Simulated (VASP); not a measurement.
# Al (P6_3/mmc) in VASP: a series of runs, part 3 of 3

VASP 6.6.1. Earlier steps stand in the parts before.

## (5) Density of states, PBEsol

This run uses another cell than the first one, of 16.31 Å³/atom, 2.500 times its volume.

The input, POSCAR:

```
Al
1.0
    2.8501254428      0.0000000000      0.0000000000
   -1.4250627214      2.4682810374      0.0000000000
    0.0000000000      0.0000000000      4.6366134412
Al
2
Direct
    0.3333333333      0.6666666667      0.2500000000
    0.6666666667      0.3333333333      0.7500000000
```

The input, INCAR.step1:

```
SYSTEM = Al
PREC = Accurate
ENCUT = 520
EDIFF = 1E-6
ISMEAR = -1
SIGMA = 0.05
LREAL = .FALSE.
LASPH = .TRUE.
NELM = 100
ALGO = Normal
ISIF = 2
LWAVE = .FALSE.
LCHARG = .TRUE.
GGA = PS
NBANDS = 10
```

The input, KPOINTS.step1:

```
Automatic mesh
0
G
  17 17 9
  0 0 0
```

The input, INCAR.step2:

```
SYSTEM = Al
PREC = Accurate
ENCUT = 520
EDIFF = 1E-6
ISMEAR = -5
SIGMA = 0.05
LREAL = .FALSE.
LASPH = .TRUE.
NELM = 100
ALGO = Normal
ISIF = 2
LWAVE = .FALSE.
LCHARG = .FALSE.
GGA = PS
LORBIT = 10
NBANDS = 10
NEDOS = 1001
ICHARG = 11
```

The input, KPOINTS.step2:

```
Automatic mesh
0
G
  26 26 14
  0 0 0
```

Potentials or basis: VASP PAW PBE potentials, release 64 (Al).

The run is started by

```
cat potpaw_PBE.64/Al/POTCAR > POTCAR
cp INCAR.step1 INCAR
cp KPOINTS.step1 KPOINTS
mpirun -np 1 vasp_std > vasp.out
cp INCAR.step2 INCAR
cp KPOINTS.step2 KPOINTS
mpirun -np 1 vasp_std > vasp.out
```

OUTCAR:

```text
SYSTEM = Al
   PREC = Accurate
   ENCUT = 520
   EDIFF = 1E-6
   ISMEAR = -5
   LREAL = .FALSE.
   LASPH = .TRUE.
   NELM = 100
   ISIF = 2
   GGA = PS
   LORBIT = 10
   ICHARG = 11

 ion  position               nearest neighbor table
   1  0.333  0.667  0.250-   2 2.84   2 2.84   2 2.84   2 2.84   2 2.84   2 2.84
   2  0.667  0.333  0.750-   1 2.84   1 2.84   1 2.84   1 2.84   1 2.84   1 2.84

  LATTYP: Found a hexagonal cell.
 ALAT       =     2.8501254428
 C/A-ratio  =     1.6268103051

  Lattice vectors:

 A1 = (   2.8501254428,   0.0000000000,   0.0000000000)
 A2 = (  -1.4250627214,   2.4682810374,   0.0000000000)
 A3 = (   0.0000000000,   0.0000000000,   4.6366134412)

Analysis of symmetry for initial positions (statically):
=====================================================================
 Subroutine PRICEL returns:
 Original cell was already a primitive cell.

 Routine SETGRP: Setting up the symmetry group for a
 hexagonal supercell.

 Subroutine GETGRP returns: Found 24 space group operations
 (whereof 12 operations were pure point group operations)
 out of a pool of 24 trial point group operations.

The static configuration has the point symmetry D_3d.
 The point group associated with its full space group is D_6h.

Analysis of symmetry for dynamics (positions and initial velocities):
=====================================================================
 Subroutine PRICEL returns:
 Original cell was already a primitive cell.

 Routine SETGRP: Setting up the symmetry group for a
 hexagonal supercell.

 Subroutine GETGRP returns: Found 24 space group operations
 (whereof 12 operations were pure point group operations)
 out of a pool of 24 trial point group operations.

The dynamic configuration has the point symmetry D_3d.
 The point group associated with its full space group is D_6h.

 Subroutine INISYM returns: Found 24 space group operations
 (whereof 12 operations are pure point group operations),
 and found     1 'primitive' translations

[... 123 lines left out ...]
   AEXX    =    0.0000 exact exchange contribution
   IVDW    =     0    specifies the selected vdW correction
   LEPSILON=     F    determine dielectric tensor
   LRPA    =     F    only Hartree local field effects (RPA)
 non-spin polarized calculation
 Fermi weights with tetrahedron method with Bloechl corrections
  energy-cutoff  :      520.00
  volume of cell :       32.62
 maximum number of plane-waves:       894
 NGX is ok and might be reduce to    24

 number of electron       6.0000000 magnetization

 Free energy of the ion-electron system (eV)
  ---------------------------------------------------
  ext. energy  EPLUGINS =         0.00000000
  ---------------------------------------------------
  free energy    TOTEN  =        -8.11757236 eV

  energy without entropy =       -8.11757236  energy(sigma->0) =       -8.11757236

 E-fermi :   8.0807     XC(G=0): -10.3005

 val. band max:        8.1751747076   @ k =   0.4615   0.0000   0.0000
 cond. band min:       7.9774590954   @ k =   0.2308   0.2308   0.1429
 fundamental gap:     -0.1977156122
 Fermi energy:         8.0807135687

 k-point     1 :       0.0000    0.0000    0.0000
  band No.  band energies     occupation
      1      -3.1413      2.00000
      2       3.4538      2.00000
      3       3.7232      2.00000
      4      18.6578      0.00000
      5      18.6578      0.00000
      6      19.0479      0.00000
      7      19.0479      0.00000
      8      20.2570      0.00000
      9      22.1304      0.00000
     10      22.6254      0.00000
[... 287 lines left out ...]
 k-point    24 :       0.3846    0.0385    0.0000
  band No.  band energies     occupation
      1       0.7876      2.00000
      2       5.1820      2.00000
      3       7.1313      2.00000
      4       7.7225      1.73980
      5      11.5631      0.00000
      6      11.7735      0.00000
      7      13.3542      0.00000
      8      16.2937      0.00000
      9      19.1923      0.00000
     10      19.2619      0.00000

 [... further k-points ...]
[... 5 lines left out ...]
  --------------------------------------------------------------------------------------
  -------------------------------------------------------------------------------------
  Total       -0.0799848     -0.0799848      0.1181440      0.0000000     -0.0000000      0.0000000
  in kB       -3.9287861     -3.9287861      5.8031354      0.0000000     -0.0000000      0.0000000
  external PRESSURE =      -0.6848123 kB  Pullay stress =       0.0000000 kB

 VOLUME and BASIS-vectors are now :
 -----------------------------------------------------------------------------
  energy-cutoff  :      520.00
  volume of cell :       32.62
      direct lattice vectors                 reciprocal lattice vectors
     2.850125443  0.000000000  0.000000000     0.350861750  0.202570126  0.000000000
    -1.425062721  2.468281037  0.000000000     0.000000000  0.405140251  0.000000000
     0.000000000  0.000000000  4.636613441     0.000000000  0.000000000  0.215674654

 POSITION                                       TOTAL-FORCE (eV/Angst)
 -----------------------------------------------------------------------------------
     -0.00000      1.64552      1.15915         0.000000     -0.000000      0.000000
      1.42506      0.82276      3.47746        -0.000000      0.000000      0.000000
 -----------------------------------------------------------------------------------
    total drift:                                0.000000     -0.000000     -0.000000

  FREE ENERGIE OF THE ION-ELECTRON SYSTEM (eV)
  ---------------------------------------------------
  free  energy   TOTEN  =        -8.1175723565 eV

  energy  without entropy=       -8.1175723565  energy(sigma->0) =       -8.11757236

 total charge

# of ion       s       p       d       tot
------------------------------------------
    1        0.436   0.337   0.000   0.773
    2        0.436   0.337   0.000   0.773
--------------------------------------------------
tot          0.872   0.674   0.000   1.545
```

It took 2 min on 1 thread of AMD EPYC 7R13 (Zen 3), shared host; peak memory 0.23 GiB.

Results:

| Quantity | Value |
| --- | --- |
| Valence electrons inside the program's atomic spheres | Al 0.77 |

Caveat: the PAW data sets were made with another functional, which shifts forces and pressure a little; tetrahedron occupations give inexact forces and stress in metals.
